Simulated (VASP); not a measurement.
# HgTe (zincblende type) (F-43m) in VASP: a series of runs

HgTe (zincblende type) is run at these levels: PBE; tasks: single point, relaxation of cell and atoms.

Program: VASP 6.6.1. These are calculated values, not measurements. Logs are shortened: lines on timing, memory, paths and dates and some standing lists are left out, and cuts for length are marked.

**1. The cell of the first run**

It takes space group F-43m (No. 216, cubic). Conventional cell: a = 6.450 Å, b = 6.450 Å, c = 6.450 Å, α = 90.00°, β = 90.00°, γ = 90.00°. Within 3.7 Å of Hg (site symmetry -43m) lie 4 Te at 2.79 Å. Within 3.7 Å of Te (site symmetry -43m) lie 4 Hg at 2.79 Å.

**2. Single point, PBE**

Contents of INCAR:

```
PREC = Accurate ; ENCUT = 520
EDIFF = 1E-6 ; ISMEAR = -1
SIGMA = 0.08 ; LREAL = F
LASPH = T ; NELM = 60
ALGO = Normal ; ISIF = 2
LWAVE = F ; LCHARG = F
GGA = PE ; NBANDS = 16
```

Contents of KPOINTS:

```
Automatic mesh
0
Gamma
  11 11 11
```

Contents of POSCAR:

```
HgTe
1.0
    0.0000000000      3.2250804463      3.2250804463
    3.2250804463      0.0000000000      3.2250804463
    3.2250804463      3.2250804463      0.0000000000
Hg Te
1 1
Direct
    0.0000000000      0.0000000000      0.0000000000
    0.2500000000      0.2500000000      0.2500000000
```

Potentials or basis: VASP PAW PBE potentials, release 64 (Hg, Te).

The run is started by

```
$ cat potpaw_PBE.64/Hg/POTCAR potpaw_PBE.64/Te/POTCAR > POTCAR
$ mpirun -np 1 vasp_std > vasp.out
```

OUTCAR:

```text
PREC = Accurate
   ENCUT = 520
   EDIFF = 1E-6
   ISMEAR = -1
   LREAL = F
   LASPH = T
   NELM = 60
   ISIF = 2
   GGA = PE

 ion  position               nearest neighbor table
   1  0.000  0.000  0.000-   2 2.79   2 2.79   2 2.79   2 2.79
   2  0.250  0.250  0.250-   1 2.79   1 2.79   1 2.79   1 2.79

  LATTYP: Found a face centered cubic cell.
 ALAT       =     6.4501608926

  Lattice vectors:

 A1 = (   0.0000000000,   3.2250804463,   3.2250804463)
 A2 = (   3.2250804463,   0.0000000000,   3.2250804463)
 A3 = (   3.2250804463,   3.2250804463,   0.0000000000)

Analysis of symmetry for initial positions (statically):
=====================================================================
 Subroutine PRICEL returns:
 Original cell was already a primitive cell.

 Routine SETGRP: Setting up the symmetry group for a
 face centered cubic supercell.

 Subroutine GETGRP returns: Found 24 space group operations
 (whereof 24 operations were pure point group operations)
 out of a pool of 48 trial point group operations.

The static configuration has the point symmetry T_d .

Analysis of symmetry for dynamics (positions and initial velocities):
=====================================================================
 Subroutine PRICEL returns:
 Original cell was already a primitive cell.

 Routine SETGRP: Setting up the symmetry group for a
 face centered cubic supercell.

 Subroutine GETGRP returns: Found 24 space group operations
 (whereof 24 operations were pure point group operations)
 out of a pool of 48 trial point group operations.

The dynamic configuration has the point symmetry T_d .

 Subroutine INISYM returns: Found 24 space group operations
 (whereof 24 operations are pure point group operations),
 and found     1 'primitive' translations

----------------------------------------------------------------------------------------

                                     Primitive cell

  volume of cell :      67.0891

  direct lattice vectors                    reciprocal lattice vectors
     0.000000000  3.225080446  3.225080446    -0.155034892  0.155034892  0.155034892
     3.225080446  0.000000000  3.225080446     0.155034892 -0.155034892  0.155034892
     3.225080446  3.225080446  0.000000000     0.155034892  0.155034892 -0.155034892
[... 74 lines left out ...]
 SYSTEM =  unknown system
   PREC   = accura    normal or accurate (medium, high low for compatibility)
   ISTART =      0    job   : 0-new  1-cont  2-samecut
   ICHARG =      2    charge: 1-file 2-atom 10-const
   ISPIN  =      1    spin polarized calculation?
   LNONCOLLINEAR =      F non collinear calculations
   LSORBIT =      F    spin-orbit coupling
   LASPH  =      T    aspherical Exc in radial PAW
   ENCUT  =  520.0 eV  38.22 Ry    6.18 a.u.   8.48  8.48  8.48*2*pi/ulx,y,z
   NELM   =     60;   NELMIN=  2; NELMDL= -5     # of ELM steps
   EDIFF  = 0.1E-05   stopping-criterion for ELM
   LREAL  =      F    real-space projection
   EDIFFG = 0.1E-04   stopping-criterion for IOM
   NSW    =      0    number of steps for IOM
   IBRION =     -1    ionic relax: 0-MD 1-quasi-New 2-CG
   NFREE  =      0    steps in history (QN), initial steepest desc. (CG)
   ISIF   =      2    stress and relaxation
   ISYM   =      2    0-nonsym 1-usesym 2-fastsym
   POTIM  = 0.5000    time-step for ionic-motion
   TEBEG  =    0.0;   TEEND  =   0.0 temperature during run
   PSTRESS=    0.0 pullay stress
   NELECT =      18.0000    total number of electrons
   NUPDOWN=      -1.0000    fix difference up-down
   EMIN   =  10.00;   EMAX   =-10.00  energy-range for DOS
   EFERMI =   0.00;   METHOD = LEGACY
   ISMEAR =    -1;   SIGMA  =   0.08  broadening in eV -4-tet -1-fermi 0-gaus
   EFERMI_NEDOS =   21; number of points for ismear=-14 and -15
   IALGO  =     38    algorithm
   IMIX   =      4    mixing-type and parameters
     AMIX     =   0.40;   BMIX     =  1.00
     AMIX_MAG =   1.60;   BMIX_MAG =  1.00
  volume/ion in A,a.u.               =      33.54       226.37
  Fermi-wavevector in a.u.,A,eV,Ry     =   1.055881  1.995326 15.168937  1.114885
  Thomas-Fermi vector in A             =   2.191096
   LORBIT       =      0    0 simple, 1 ext, 2 COOP (PROOUT), +10 PAW based schemes
   GGA     = PE    functional components
   LHFCALC =     F    Hartree Fock is set to
   AEXX    =    0.0000 exact exchange contribution
   IVDW    =     0    specifies the selected vdW correction
   LEPSILON=     F    determine dielectric tensor
   LRPA    =     F    only Hartree local field effects (RPA)
 non-spin polarized calculation
  energy-cutoff  :      520.00
  volume of cell :       67.09
 maximum number of plane-waves:      1838
 NGX is ok and might be reduce to    36
   NGX = 17   NGY = 17   NGZ = 17

 number of electron      18.0000001 magnetization

 Free energy of the ion-electron system (eV)
  ---------------------------------------------------
  ext. energy  EPLUGINS =         0.00000000
  ---------------------------------------------------
  free energy    TOTEN  =        -3.57522344 eV

  energy without entropy =       -3.57447491  energy(sigma->0) =       -3.57484917

 E-fermi :   3.3427     XC(G=0):  -8.7732

 val. band max:        3.1656618177   @ k =   0.0000   0.0000   0.0000
 cond. band min:       3.6612776223   @ k =   0.0909   0.0000   0.0000
 fundamental gap:      0.4956158046
 Fermi energy:         3.3426817673

 k-point     1 :       0.0000    0.0000    0.0000
  band No.  band energies     occupation
      1      -8.8682      2.00000
      2      -4.2262      2.00000
      3      -4.2262      2.00000
      4      -4.2262      2.00000
      5      -3.6883      2.00000
      6      -3.6883      2.00000
[... 433 lines left out ...]
      3      -4.1124      2.00000
      4      -4.0132      2.00000
      5      -3.7112      2.00000
      6      -3.6611      2.00000
[... 8 lines left out ...]
     15      12.3355      0.00000
     16      12.6053      0.00000

 [... further k-points ...]
[... 5 lines left out ...]
  --------------------------------------------------------------------------------------
  -------------------------------------------------------------------------------------
  Total        1.6993111      1.6993111      1.6993111      0.0000000      0.0000000      0.0000000
  in kB       40.5818480     40.5818480     40.5818480      0.0000000      0.0000000      0.0000000
  external PRESSURE =      40.5818480 kB  Pullay stress =       0.0000000 kB

 VOLUME and BASIS-vectors are now :
 -----------------------------------------------------------------------------
  energy-cutoff  :      520.00
  volume of cell :       67.09
      direct lattice vectors                 reciprocal lattice vectors
     0.000000000  3.225080446  3.225080446    -0.155034892  0.155034892  0.155034892
     3.225080446  0.000000000  3.225080446     0.155034892 -0.155034892  0.155034892
     3.225080446  3.225080446  0.000000000     0.155034892  0.155034892 -0.155034892

 POSITION                                       TOTAL-FORCE (eV/Angst)
 -----------------------------------------------------------------------------------
      0.00000      0.00000      0.00000         0.000000      0.000000     -0.000000
      1.61254      1.61254      1.61254        -0.000000      0.000000      0.000000
 -----------------------------------------------------------------------------------
    total drift:                               -0.000000     -0.000000     -0.000000

  FREE ENERGIE OF THE ION-ELECTRON SYSTEM (eV)
  ---------------------------------------------------
  free  energy   TOTEN  =        -3.5752234356 eV

  energy  without entropy=       -3.5744749084  energy(sigma->0) =       -3.57484917
```

OSZICAR:

```text
N       E                     dE             d eps       ncg     rms          rms(c)
DAV:   1     0.105179080367E+03    0.10518E+03   -0.80859E+03  1808   0.976E+02
DAV:   2    -0.260054125663E+00   -0.10544E+03   -0.99162E+02  2096   0.230E+02
DAV:   3    -0.375540323382E+01   -0.34953E+01   -0.34876E+01  2208   0.432E+01
DAV:   4    -0.378831862299E+01   -0.32915E-01   -0.32914E-01  2728   0.376E+00
DAV:   5    -0.378838914082E+01   -0.70518E-04   -0.70518E-04  2328   0.169E-01    0.779E+00
DAV:   6    -0.358368606073E+01    0.20470E+00   -0.39989E-01  2056   0.860E+00    0.614E+00
DAV:   7    -0.357598463172E+01    0.77014E-02   -0.10086E-01  2056   0.218E+00    0.221E+00
DAV:   8    -0.357516801362E+01    0.81662E-03   -0.11057E-02  1992   0.121E+00    0.546E-01
DAV:   9    -0.357518157614E+01   -0.13563E-04   -0.73828E-04  2296   0.316E-01    0.130E-01
DAV:  10    -0.357521040714E+01   -0.28831E-04   -0.86425E-05  2232   0.817E-02    0.499E-02
DAV:  11    -0.357522580583E+01   -0.15399E-04   -0.37218E-05  2080   0.476E-02    0.407E-02
DAV:  12    -0.357522362412E+01    0.21817E-05   -0.44637E-06  2088   0.193E-02    0.203E-02
DAV:  13    -0.357522343559E+01    0.18853E-06   -0.64385E-07  1456   0.414E-03
   1 F= -.35752234E+01 E0= -.35748492E+01  d E =-.748527E-03
```

Run time: 38 s. Hardware: 1 thread of Intel Xeon Platinum 8488C (Sapphire Rapids), shared host; peak memory 0.23 GiB.

Results:

```yaml
Free_energy: -3.5752 eV
Pressure: 4.1 GPa
Band_gap_on_the_k_mesh: zero (filled and empty bands touch)
```

Caveat: spin-orbit coupling is left out, which moves the levels of the heavy elements.

**3. Relaxation of cell and atoms, PBE, target pressure 4 GPa, at which the enthalpy is minimised**

This run uses another cell than the first one, of 31.59 Å³/atom, 0.942 times its volume.

Contents of INCAR:

```
ALGO = Normal
EDIFF = 1E-7
EDIFFG = -0.005
ENCUT = 600
GGA = PE
IBRION = 2
ISIF = 3
ISMEAR = -1
LASPH = T
LCHARG = F
LREAL = F
LWAVE = F
NELM = 60
NSW = 60
PREC = Accurate
PSTRESS = 40.0
SIGMA = 0.08
```

Contents of KPOINTS:

```
k-points
0
Gamma
  11 11 11
```

Contents of POSCAR:

```
HgTe
1.0
    0.0000000000      3.1610688685      3.1610688685
    3.1610688685      0.0000000000      3.1610688685
    3.1610688685      3.1610688685      0.0000000000
Hg Te
1 1
Direct
    0.0000000000      0.0000000000      0.0000000000
    0.2500000000      0.2500000000      0.2500000000
```

Potentials or basis: VASP PAW PBE potentials, release 64 (Hg, Te).

The run is started by

```
$ cat potpaw_PBE.64/Hg/POTCAR potpaw_PBE.64/Te/POTCAR > POTCAR
$ mpirun -np 1 vasp_std > vasp.out
```

It took 72 s on 1 thread of Intel Xeon Platinum 8488C (Sapphire Rapids), shared host; peak memory 0.25 GiB.

It converged, with:

* Free energy: -3.5776 eV
* Relaxed volume: 33.60 Å³/atom
* Relaxed cell: a = 4.563 Å, b = 4.563 Å, c = 4.563 Å, α = 60.00°, β = 60.00°, γ = 60.00°
* Space group after relaxing (to 0.05 Å): F-43m (No. 216)
* Energy change on relaxing (the enthalpy is what falls): -72.9 meV/atom
* Ionic steps: 3
* Pressure after relaxing: 4.0 GPa
* Band gap on the k mesh: zero (filled and empty bands touch)

The path:
```tsv
step	energy change (eV)	largest force (eV/Å)	pressure (GPa)	volume (Å³)
1	0.0000	0.0000	7.84	63.17
2	-0.2016	0.0000	1.77	70.35
3	-0.1458	0.0000	3.99	67.20
```

Final structure:
```
Hg Te
1.0
     0.00000    3.22683    3.22683
     3.22683    0.00000    3.22683
     3.22683    3.22683    0.00000
Hg Te
1 1
Cartesian
  0.0000 0.0000 0.0000
  1.6134 1.6134 1.6134
```

Levels at points of the mesh, in eV from the Fermi level:
```tsv
k point	band 5	band 6	band 7	band 8	band 9	band 10	band 11	band 12	band 13
(0.00, 0.00, 0.00)	-7.02	-7.02	-0.89	-0.18	-0.18	-0.18	4.04	4.04	4.04
```

Caveat: the cell is relaxed towards a set pressure, so the enthalpy falls and the energy may rise; spin-orbit coupling is left out, which moves the levels of the heavy elements.

**4. Relaxation of cell and atoms, PBE, target pressure 4 GPa, at which the enthalpy is minimised**

Contents of INCAR:

```
SYSTEM = HgTe
ALGO = Normal ; EDIFF = 1E-6
EDIFFG = -0.005 ; ENCUT = 600
GGA = PE ; IBRION = 2
ISIF = 3 ; ISMEAR = -1
LASPH = .TRUE. ; LCHARG = .FALSE.
LREAL = .FALSE. ; LWAVE = .FALSE.
NELM = 80 ; NSW = 32
PREC = Accurate ; PSTRESS = 40.0
SIGMA = 0.08
```

Contents of KPOINTS:

```
k-points
0
G
  11 11 11
  0 0 0
```

Contents of POSCAR:

```
HgTe
1.0
    0.0000000000      3.2250804463      3.2250804463
    3.2250804463      0.0000000000      3.2250804463
    3.2250804463      3.2250804463      0.0000000000
Hg Te
1 1
Direct
    0.0000000000      0.0000000000      0.0000000000
    0.2500000000      0.2500000000      0.2500000000
```

Potentials or basis: VASP PAW PBE potentials, release 64 (Hg, Te).

The run is started by

```
$ cat potpaw_PBE.64/Hg/POTCAR potpaw_PBE.64/Te/POTCAR > POTCAR
$ mpirun -np 1 vasp_std > vasp.out
```

OUTCAR:

```text
SYSTEM = HgTe
   EDIFF = 1E-6
   EDIFFG = -0.005
   ENCUT = 600
   GGA = PE
   IBRION = 2
   ISIF = 3
   ISMEAR = -1
   LASPH = .TRUE.
   LREAL = .FALSE.
   NELM = 80
   NSW = 32
   PREC = Accurate
   PSTRESS = 40.0

 ion  position               nearest neighbor table
   1  0.000  0.000  0.000-   2 2.79   2 2.79   2 2.79   2 2.79
   2  0.250  0.250  0.250-   1 2.79   1 2.79   1 2.79   1 2.79

  LATTYP: Found a face centered cubic cell.
 ALAT       =     6.4501608926

  Lattice vectors:

[... 614 lines left out ...]
     12       8.0929      0.00000
     13       8.3606      0.00000

 [... further k-points ...]
[... 5 lines left out ...]
  --------------------------------------------------------------------------------------
  -------------------------------------------------------------------------------------
  Total        1.6697897      1.6697897      1.6697897      0.0000000      0.0000000      0.0000000
  in kB       39.7781625     39.7781625     39.7781625      0.0000000      0.0000000      0.0000000
  external PRESSURE =      -0.2218375 kB  Pullay stress =      40.0000000 kB

 VOLUME and BASIS-vectors are now :
 -----------------------------------------------------------------------------
  energy-cutoff  :      600.00
  volume of cell :       67.26
      direct lattice vectors                 reciprocal lattice vectors
    -0.000000000  3.227744997  3.227744997    -0.154906909  0.154906909  0.154906909
     3.227744997  0.000000000  3.227744997     0.154906909 -0.154906909  0.154906909
     3.227744997  3.227744997  0.000000000     0.154906909  0.154906909 -0.154906909

 POSITION                                       TOTAL-FORCE (eV/Angst)
 -----------------------------------------------------------------------------------
      0.00000      0.00000      0.00000         0.000000      0.000000      0.000000
      1.61387      1.61387      1.61387        -0.000000     -0.000000     -0.000000
 -----------------------------------------------------------------------------------
    total drift:                               -0.000000     -0.000000     -0.000000

  FREE ENERGIE OF THE ION-ELECTRON SYSTEM (eV)
  ---------------------------------------------------
  free  energy   TOTEN  =        -3.5794649430 eV

  energy  without entropy=       -3.5787097368  energy(sigma->0) =       -3.57908734

  enthalpy is  TOTEN    =        -1.9003630376 eV   P V=        1.6791019055

 reached required accuracy - stopping structural energy minimisation
```

OSZICAR:

```text
N       E                     dE             d eps       ncg     rms          rms(c)
DAV:   1     0.118767081485E+03    0.11877E+03   -0.89299E+03  1456   0.135E+03
DAV:   2     0.120194064826E+01   -0.11757E+03   -0.11126E+03  1546   0.280E+02
DAV:   3    -0.373810449120E+01   -0.49400E+01   -0.49105E+01  1796   0.603E+01
DAV:   4    -0.378822927276E+01   -0.50125E-01   -0.50113E-01  1966   0.551E+00
[... 12 lines left out ...]
DAV:   2    -0.357957629332E+01    0.87102E-03   -0.22399E-03  1541   0.730E-01    0.820E-02
DAV:   3    -0.357948458612E+01    0.91707E-04   -0.25425E-04  1521   0.162E-01    0.787E-02
DAV:   4    -0.357946720712E+01    0.17379E-04   -0.31150E-05  1591   0.488E-02    0.122E-02
DAV:   5    -0.357946519313E+01    0.20140E-05   -0.51587E-06  1461   0.297E-02    0.107E-02
DAV:   6    -0.357946494303E+01    0.25010E-06   -0.84451E-07   958   0.968E-03
   2 F= -.19003630E+01 E0= -.18999854E+01  d E =-.218952E-04
```

Wall time 46 s (1 thread of Intel Xeon Platinum 8488C (Sapphire Rapids), shared host); peak memory 0.25 GiB.

What came out:

- Free energy: -3.5795 eV
- Relaxed volume: 33.63 Å³/atom
- Relaxed cell: a = 4.565 Å, b = 4.565 Å, c = 4.565 Å, α = 60.00°, β = 60.00°, γ = 60.00°
- Space group after relaxing (to 0.05 Å): F-43m (No. 216)
- Energy change on relaxing (the enthalpy is what falls): -2.1 meV/atom
- Ionic steps: 2
- Pressure after relaxing: 4.0 GPa
- Band gap on the k mesh: zero (filled and empty bands touch)

Step by step:
| step | energy change (eV) | largest force (eV/Å) | pressure (GPa) | volume (Å³) |
| --- | --- | --- | --- | --- |
| 1 | 0.0000 | 0.0000 | 4.08 | 67.09 |
| 2 | -0.0042 | 0.0000 | 3.98 | 67.26 |

Final structure:
```
CELL_PARAMETERS angstrom
0.00000 3.22775 3.22775
3.22775 0.00000 3.22775
3.22775 3.22775 0.00000
ATOMIC_POSITIONS crystal
Hg 0.00000 0.00000 0.00000
Te 0.25000 0.25000 0.25000
```

Caveat: the cell is relaxed towards a set pressure, so the enthalpy falls and the energy may rise; spin-orbit coupling is left out, which moves the levels of the heavy elements.

**5. Summary**

| task | cell | cutoff (eV) | gap on the mesh (eV) | pressure (GPa) |
| --- | --- | --- | --- | --- |
| single point | a = 4.561 Å, angles 60.0°, 2 atoms | 520 | none | 4.1 |
| relaxation of cell and atoms | relaxed to 4 GPa from a = 4.470 Å, angles 60.0°, 2 atoms | 600 | none | 4.0 |
| relaxation of cell and atoms | relaxed to 4 GPa from a = 4.561 Å, angles 60.0°, 2 atoms | 600 | none | 4.0 |

Alike in all rows: level PBE; potentials or basis VASP PAW PBE potentials, release 64 (Hg, Te); no spin polarisation; k mesh 11 × 11 × 11; smearing fermi-dirac 0.08 eV.

Caveats: spin-orbit coupling is left out, which moves the levels of the heavy elements; the cell is relaxed towards a set pressure, so the enthalpy falls and the energy may rise (some runs).

Total energies depend on the potentials used, so only differences within one code and one set of settings carry meaning.
